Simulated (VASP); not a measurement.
# PbS (Fm-3m) in VASP: single point with HSE06

Aim: the single point of PbS with HSE06.

Everything below comes from runs of VASP 6.6.1. Logs are shortened: lines on timing, memory, paths and dates and some standing lists are left out, and cuts for length are marked.

## Step 1: The cell of the first run

Symmetry: Fm-3m, No. 225, cubic system. Conventional cell: a = 5.931 Å, b = 5.931 Å, c = 5.931 Å, α = 90.00°, β = 90.00°, γ = 90.00°. Within 3.9 Å of Pb (site symmetry m-3m) lie 6 S at 2.97 Å. S (site symmetry m-3m) has 6 Pb at 2.97 Å within 3.9 Å.

## Step 2: Single point, HSE06

Input file POSCAR:

```
PbS
1.0
    0.0000000000      2.9657500000      2.9657500000
    2.9657500000      0.0000000000      2.9657500000
    2.9657500000      2.9657500000      0.0000000000
Pb S
1 1
Direct
    0.0000000000      0.0000000000      0.0000000000
    0.5000000000      0.5000000000      0.5000000000
```

Input file INCAR.step1:

```
PREC = Accurate ; ENCUT = 400
EDIFF = 1E-5 ; ISMEAR = 0
SIGMA = 0.01 ; LREAL = F
LASPH = T ; NELM = 120
ALGO = Normal ; ISIF = 2
LWAVE = T ; NBANDS = 17
GGA = PE ; GGA_COMPAT = F
```

Input file INCAR.step2:

```
PREC = Accurate ; ENCUT = 400
EDIFF = 1E-6 ; ISMEAR = 0
SIGMA = 0.01 ; LREAL = F
LASPH = T ; NELM = 120
ALGO = Normal ; ISIF = 2
LWAVE = F ; LCHARG = T
GGA = PE ; LHFCALC = T
HFSCREEN = 0.2079 ; PRECFOCK = Normal
LELF = T ; LVHAR = T
NBANDS = 17 ; ISTART = 1
GGA_COMPAT = F
```

Input file KPOINTS:

```
regular mesh
0
Gamma
  6 6 6
```

Potentials or basis: VASP PAW PBE potentials, release 64 (Pb_d, S).

On the command line:

```console
> cat potpaw_PBE.64/Pb_d/POTCAR potpaw_PBE.64/S/POTCAR > POTCAR
> cp INCAR.step1 INCAR
> mpirun -np 1 vasp_std > vasp.out
> cp INCAR.step2 INCAR
> mpirun -np 1 vasp_std > vasp.out
```

OUTCAR:

```text
PREC = Accurate
   ENCUT = 400
   EDIFF = 1E-6
   ISMEAR = 0
   LREAL = F
   LASPH = T
   NELM = 120
   ISIF = 2
   GGA = PE
   LHFCALC = T
   HFSCREEN = 0.2079
   PRECFOCK = Normal
   ISTART = 1

 ion  position               nearest neighbor table
   1  0.000  0.000  0.000-   2 2.97   2 2.97   2 2.97   2 2.97   2 2.97   2 2.97
   2  0.500  0.500  0.500-   1 2.97   1 2.97   1 2.97   1 2.97   1 2.97   1 2.97

  LATTYP: Found a face centered cubic cell.
 ALAT       =     5.9315000000

  Lattice vectors:

 A1 = (   0.0000000000,   2.9657500000,   2.9657500000)
 A2 = (   2.9657500000,   0.0000000000,   2.9657500000)
 A3 = (   2.9657500000,   2.9657500000,   0.0000000000)

Analysis of symmetry for initial positions (statically):
=====================================================================
 Subroutine PRICEL returns:
 Original cell was already a primitive cell.

 Routine SETGRP: Setting up the symmetry group for a
 face centered cubic supercell.

 Subroutine GETGRP returns: Found 48 space group operations
 (whereof 48 operations were pure point group operations)
 out of a pool of 48 trial point group operations.

The static configuration has the point symmetry O_h .

Analysis of symmetry for dynamics (positions and initial velocities):
=====================================================================
 Subroutine PRICEL returns:
 Original cell was already a primitive cell.

 Routine SETGRP: Setting up the symmetry group for a
 face centered cubic supercell.

 Subroutine GETGRP returns: Found 48 space group operations
 (whereof 48 operations were pure point group operations)
 out of a pool of 48 trial point group operations.

The dynamic configuration has the point symmetry O_h .

 Subroutine INISYM returns: Found 48 space group operations
 (whereof 48 operations are pure point group operations),
 and found     1 'primitive' translations

----------------------------------------------------------------------------------------

                                     Primitive cell

  volume of cell :      52.1715

  direct lattice vectors                    reciprocal lattice vectors
     0.000000000  2.965750000  2.965750000    -0.168591419  0.168591419  0.168591419
     2.965750000  0.000000000  2.965750000     0.168591419 -0.168591419  0.168591419
     2.965750000  2.965750000  0.000000000     0.168591419  0.168591419 -0.168591419

  length of vectors
     4.194203873  4.194203873  4.194203873     0.292008903  0.292008903  0.292008903

  position of ions in fractional coordinates (direct lattice)
     0.000000000  0.000000000  0.000000000
     0.500000000  0.500000000  0.500000000

  ion indices of the primitive-cell ions
   primitive index   ion index
                 1           1
                 2           2

----------------------------------------------------------------------------------------

 KPOINTS: regular mesh

Automatic generation of k-mesh.
 Grid dimensions read from file:
 generate k-points for:    6    6    6

 Generating k-lattice:

  Cartesian coordinates                     Fractional coordinates (reciprocal lattice)
    -0.028098570  0.028098570  0.028098570     0.166666667  0.000000000  0.000000000
     0.028098570 -0.028098570  0.028098570     0.000000000  0.166666667  0.000000000
     0.028098570  0.028098570 -0.028098570     0.000000000  0.000000000  0.166666667

  Length of vectors
     0.048668150  0.048668150  0.048668150

  Shift w.r.t. Gamma in fractional coordinates (k-lattice)
     0.000000000  0.000000000  0.000000000

 Subroutine IBZKPT returns following result:
 ===========================================

 Found     16 irreducible k-points:

 Following reciprocal coordinates:
            Coordinates               Weight
  0.000000  0.000000  0.000000      1.000000
  0.166667  0.000000  0.000000      8.000000
  0.333333  0.000000  0.000000      8.000000
  0.500000  0.000000  0.000000      4.000000
  0.166667  0.166667  0.000000      6.000000
  0.333333  0.166667  0.000000     24.000000
[... 8 lines left out ...]
 -0.333333  0.333333  0.166667     24.000000
 -0.333333  0.500000  0.166667     12.000000
   k-points           NKPTS =     16   k-points in BZ     NKDIM =    216   number of bands    NBANDS=     17
   number of dos      NEDOS =    301   number of ions     NIONS =      2
   total plane-waves  NPLWV =  21952
   dimension x,y,z NGX =    28 NGY =   28 NGZ =   28
   dimension x,y,z NGXF=    56 NGYF=   56 NGZF=   56
   ions per type =               1   1
   NGX,Y,Z   is equivalent  to a cutoff of  11.10, 11.10, 11.10 a.u.
   NGXF,Y,Z  is equivalent  to a cutoff of  22.20, 22.20, 22.20 a.u.
 SYSTEM =  unknown system
   PREC   = accura    normal or accurate (medium, high low for compatibility)
   ISTART =      1    job   : 0-new  1-cont  2-samecut
   ICHARG =      0    charge: 1-file 2-atom 10-const
   ISPIN  =      1    spin polarized calculation?
   LNONCOLLINEAR =      F non collinear calculations
   LSORBIT =      F    spin-orbit coupling
   LASPH  =      T    aspherical Exc in radial PAW
   ENCUT  =  400.0 eV  29.40 Ry    5.42 a.u.   6.84  6.84  6.84*2*pi/ulx,y,z
   NELM   =    120;   NELMIN=  2; NELMDL=  0     # of ELM steps
   EDIFF  = 0.1E-05   stopping-criterion for ELM
   LREAL  =      F    real-space projection
   EDIFFG = 0.1E-04   stopping-criterion for IOM
   NSW    =      0    number of steps for IOM
   IBRION =     -1    ionic relax: 0-MD 1-quasi-New 2-CG
   NFREE  =      0    steps in history (QN), initial steepest desc. (CG)
   ISIF   =      2    stress and relaxation
   ISYM   =      3    0-nonsym 1-usesym 2-fastsym
   POTIM  = 0.5000    time-step for ionic-motion
   TEBEG  =    0.0;   TEEND  =   0.0 temperature during run
   PSTRESS=    0.0 pullay stress
   NELECT =      20.0000    total number of electrons
   NUPDOWN=      -1.0000    fix difference up-down
   EMIN   =  10.00;   EMAX   =-10.00  energy-range for DOS
   EFERMI =   0.00;   METHOD = LEGACY
   ISMEAR =     0;   SIGMA  =   0.01  broadening in eV -4-tet -1-fermi 0-gaus
   EFERMI_NEDOS =   21; number of points for ismear=-14 and -15
   IALGO  =     38    algorithm
   IMIX   =      1    mixing-type and parameters
     AMIX     =   0.40;   BMIX     =  1.00
     AMIX_MAG =   1.60;   BMIX_MAG =  1.00
  volume/ion in A,a.u.               =      26.09       176.04
  Fermi-wavevector in a.u.,A,eV,Ry     =   1.189251  2.247359 19.242973  1.414319
  Thomas-Fermi vector in A             =   2.325363
   LORBIT       =      0    0 simple, 1 ext, 2 COOP (PROOUT), +10 PAW based schemes
   GGA     = PE    functional components
   LHFCALC =     T    Hartree Fock is set to
   PRECFOCK=normal    Normal, Fast or Accurate (Low or Medium for compatibility)
   ENCUT4O =  -1.0   cutoff for four orbital integrals eV
   NKREDX  =     1    reduce k-point grid by
   NKREDY  =     1    reduce k-point grid by
   NKREDZ  =     1    reduce k-point grid by
   AEXX    =    0.2500 exact exchange contribution
   HFSCREEN=    0.2079 screening length (either q_TF or 0.3 A-1)
   HFSCREENC=   0.2079 screening length for correlation (either q_TF or 0.3 A-1)
   ENCUTFOCK=  -1.0 apply spherical cutoff to Coloumb kernel
   IVDW    =     0    specifies the selected vdW correction
   LEPSILON=     F    determine dielectric tensor
   LRPA    =     F    only Hartree local field effects (RPA)
 non-spin polarized calculation
 Gauss-broadening in eV      SIGMA  =   0.01
  energy-cutoff  :      400.00
  volume of cell :       52.17
 maximum number of plane-waves:       960
  NGX = 24; NGY = 24; NGZ = 24

 number of electron      19.9999993 magnetization

 Free energy of the ion-electron system (eV)
  ---------------------------------------------------
  ext. energy  EPLUGINS =         0.00000000
  ---------------------------------------------------
  free energy    TOTEN  =       -10.40389330 eV

  energy without entropy =      -10.40389330  energy(sigma->0) =      -10.40389330

 E-fermi :   5.6093     XC(G=0):  -8.0449

 val. band max:        5.5484103460   @ k =   0.5000   0.0000   0.0000
 cond. band min:       6.3394467732   @ k =   0.5000   0.0000   0.0000
 fundamental gap:      0.7910364272
 Fermi energy:         5.6093321618

 k-point     1 :       0.0000    0.0000    0.0000
  band No.  band energies     occupation
      1     -13.0492      2.00000
      2     -13.0492      2.00000
      3     -13.0492      2.00000
      4     -13.0452      2.00000
      5     -13.0452      2.00000
      6      -9.6098      2.00000
[... 9 lines left out ...]
     16      12.9622      0.00000
     17      14.8836      0.00000

 k-point     2 :       0.1667    0.0000    0.0000
  band No.  band energies     occupation
      1     -13.0550      2.00000
      2     -13.0550      2.00000
      3     -13.0483      2.00000
      4     -13.0371      2.00000
      5     -13.0371      2.00000
      6      -9.3590      2.00000
[... 9 lines left out ...]
     16      13.6158      0.00000
     17      16.8515      0.00000

 k-point     3 :       0.3333    0.0000    0.0000
  band No.  band energies     occupation
      1     -13.0727      2.00000
      2     -13.0727      2.00000
      3     -13.0473      2.00000
      4     -13.0147      2.00000
      5     -13.0147      2.00000
      6      -8.7285      2.00000
[... 9 lines left out ...]
     16      15.1220      0.00000
     17      18.8118      0.00000

 k-point     4 :       0.5000    0.0000    0.0000
  band No.  band energies     occupation
      1     -13.0815      2.00000
      2     -13.0815      2.00000
      3     -13.0472      2.00000
      4     -13.0034      2.00000
      5     -13.0034      2.00000
      6      -8.2946      2.00000
[... 9 lines left out ...]
     16      16.6335      0.00000
     17      17.0441      0.00000
[... 183 lines left out ...]
      1     -13.1349      2.00000
      2     -13.0510      2.00000
      3     -13.0504      2.00000
      4     -13.0114      2.00000
      5     -13.0052      2.00000
      6      -8.2256      2.00000
[... 9 lines left out ...]
     16      17.1210      0.00000
     17      17.4519      0.00000

 k-point    15 :      -0.3333    0.3333    0.1667
  band No.  band energies     occupation
      1     -13.1466      2.00000
      2     -13.0562      2.00000
      3     -13.0326      2.00000
      4     -13.0276      2.00000
      5     -12.9962      2.00000
      6      -7.9125      2.00000
[... 9 lines left out ...]
     16      17.9643      0.00000
     17      18.3031      0.00000

 k-point    16 :      -0.3333    0.5000    0.1667
  band No.  band energies     occupation
      1     -13.1836      2.00000
      2     -13.0542      2.00000
      3     -13.0387      2.00000
      4     -13.0113      2.00000
      5     -12.9887      2.00000
      6      -7.7822      2.00000
[... 9 lines left out ...]
     16      18.4206      0.00000
     17      18.8939      0.00000

------------------------ aborting loop because EDIFF is reached ----------------------------------------

  FORCE on cell =-STRESS in cart. coord.  units (eV):
  Direction    XX          YY          ZZ          XY          YZ          ZX
  --------------------------------------------------------------------------------------
  -------------------------------------------------------------------------------------
  Total        0.3272780      0.3272780      0.3272780      0.0000000     -0.0000000     -0.0000000
  in kB       10.0506415     10.0506415     10.0506415      0.0000000     -0.0000000     -0.0000000
  external PRESSURE =      10.0506415 kB  Pullay stress =       0.0000000 kB

 VOLUME and BASIS-vectors are now :
 -----------------------------------------------------------------------------
  energy-cutoff  :      400.00
  volume of cell :       52.17
      direct lattice vectors                 reciprocal lattice vectors
     0.000000000  2.965750000  2.965750000    -0.168591419  0.168591419  0.168591419
     2.965750000  0.000000000  2.965750000     0.168591419 -0.168591419  0.168591419
     2.965750000  2.965750000  0.000000000     0.168591419  0.168591419 -0.168591419

 POSITION                                       TOTAL-FORCE (eV/Angst)
 -----------------------------------------------------------------------------------
      0.00000      0.00000      0.00000         0.000000      0.000000      0.000000
      2.96575      2.96575      2.96575        -0.000000     -0.000000      0.000000
 -----------------------------------------------------------------------------------
    total drift:                               -0.000000     -0.000000      0.000000

  FREE ENERGIE OF THE ION-ELECTRON SYSTEM (eV)
  ---------------------------------------------------
  free  energy   TOTEN  =       -10.4038933046 eV

  energy  without entropy=      -10.4038933046  energy(sigma->0) =      -10.40389330
```

Run time: 62 min. Hardware: 1 thread of Intel Xeon Platinum 8259CL at 2.50GHz (Skylake/Cascade Lake), shared host; peak memory 0.29 GiB.

Results:

```
Free energy            : -10.4039 eV
Pressure               : 1.0 GPa
Band gap on the k mesh : 0.79 eV
```

Caveat: the PAW data sets were made with another functional, which shifts forces and pressure a little; spin-orbit coupling is left out, which moves the levels of the heavy elements. A k mesh can miss the band edges.
